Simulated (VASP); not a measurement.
Runs of VASP 6.6.1 on Sc. The structure is that of space group Fm-3m (No. 225), or close to it. The cells are those of the table. 

```csv
task,level,potentials or basis,spin,U,cell,cutoff (eV),smearing,gap on the mesh (eV),pressure (GPa),relaxed volume (Å³/atom)
relaxation of cell and atoms,PBEsol,"VASP PAW PBE potentials, release 64 (Sc_sv)",off,-,"relaxed to 30 GPa from a = 3.196 Å, angles 60.0°, 1 atom",600,fermi-dirac 0.05 eV,none,30.0,-
single point,PBE,"VASP PAW PBE potentials, release 64 (Sc_sv)",off,-,"a = 3.153 Å, angles 60.0°, 1 atom",520,fermi-dirac 0.05 eV,none,6.6,-
single point,PBE+D3(BJ),"VASP PAW PBE potentials, release 64 (Sc_sv)",off,-,"a = 3.196 Å, angles 60.0°, 1 atom",520,tetrahedron,none,0.7,-
relaxation of cell and atoms,PBEsol,"VASP PAW PBE potentials, release 64 (Sc_sv)",off,-,"relaxed to 10 GPa from a = 3.196 Å, angles 60.0°, 1 atom",600,fermi-dirac 0.05 eV,none,10.0,-
single point,PBEsol,"VASP PAW PBE potentials, release 64 (Sc_sv)",off,-,"a = 3.196 Å, angles 60.0°, 1 atom",520,fermi-dirac 0.05 eV,none,1.3,-
relaxation of cell and atoms,PBE+U,"VASP PAW PBE potentials, release 64 (Sc_sv)","collinear, ferromagnetic start",Sc d U = 1.5 eV,"relaxed from a = 3.196 Å, angles 60.0°, 1 atom",600,methfessel-paxton 0.2 eV,none,0.0,(c)
relaxation of cell and atoms,LDA,"VASP PAW LDA potentials, release 64 (Sc_sv)",off,-,"relaxed from a = 3.196 Å, angles 60.0°, 1 atom",600,fermi-dirac 0.05 eV,none,0.0,(b)
single point,PBEsol,"VASP PAW PBE potentials, release 64 (Sc_sv)",off,-,"a = 3.134 Å, angles 60.0°, 1 atom",520,fermi-dirac 0.05 eV,none,(a),-
single point,LDA,"VASP PAW LDA potentials, release 64 (Sc_sv)",off,-,"a = 3.196 Å, angles 60.0°, 1 atom",520,methfessel-paxton 0.05 eV,none,-1.5,-
single point,PBE,"VASP PAW PBE potentials, release 64 (Sc_sv)",off,-,"a = 3.259 Å, angles 60.0°, 1 atom",520,fermi-dirac 0.05 eV,none,0.4,-
single point,PBEsol,"VASP PAW PBE potentials, release 64 (Sc_sv)",off,-,"a = 3.217 Å, angles 60.0°, 1 atom",520,tetrahedron,none,0.0,-
single point,PBEsol,"VASP PAW PBE potentials, release 64 (Sc_sv)",off,-,"a = 3.220 Å, angles 60.0°, 1 atom",520,fermi-dirac 0.05 eV,none,0.0,-
```

Alike in all rows: k mesh 10 × 10 × 10.

Question: Estimate the missing entries.

Answer: (a) 5.0; (b) 22.44; (c) 26.00.

Caveats: the PAW data sets were made with another functional, which shifts forces and pressure a little (some runs); the cell is relaxed towards a set pressure, so the enthalpy falls and the energy may rise (some runs); tetrahedron occupations give inexact forces and stress in metals (some runs); the volume moved by over 15 % at a fixed basis, so the end points are rough (some runs); pairwise dispersion overbinds metals, which lowers pressure and volume (some runs); the volume moved by +13 % from the deposited cell, more than functionals usually miss (some runs); the U is typed as a test and isn't derived for this compound (some runs).

A gap of «none» marks levels without a gap at the run's occupations.
